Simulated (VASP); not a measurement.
Ta: single point with PBE+D4

Crystal: Ta.

```xyz
1
Lattice="-1.6507 1.6507 1.6507 1.6507 -1.6507 1.6507 1.6507 1.6507 -1.6507" Properties=species:S:1:pos:R:3 pbc="T T T"
Ta    0.0000    0.0000    0.0000
```

```
Program                : VASP 6.6.1
Task                   : single point
Functional             : PBE
Dispersion             : D4
Potentials or basis    : VASP PAW PBE potentials, release 64 (Ta_pv)
Cutoff                 : 500 eV
k mesh                 : 11 × 11 × 11
Occupations            : fermi-dirac, width 0.05 eV
Spin                   : no spin polarisation
Dipole correction      : no
Further INCAR settings : ALGO = Normal; EDIFF = 1e-06; NBANDS = 12
```

| Quantity | Value |
| --- | --- |
| Pressure | 0.1 GPa |
| Dispersion energy per atom | -0.320 eV |

Levels at points of the mesh, in eV from the Fermi level:
```
           k point  band 3  band 4  band 5  band 6  band 7  band 8
(0.00, 0.00, 0.00)  -33.06   -7.92    0.74    0.74    0.74    4.02
```

Wall time 6.8 s on 1 thread of Intel(R) Xeon(R) Platinum 8559C (Emerald Rapids), with other jobs on the host, peak memory 0.14 GiB.

Caveat: spin-orbit coupling is left out, which moves the levels of the heavy elements; pairwise dispersion overbinds metals, which lowers pressure and volume.
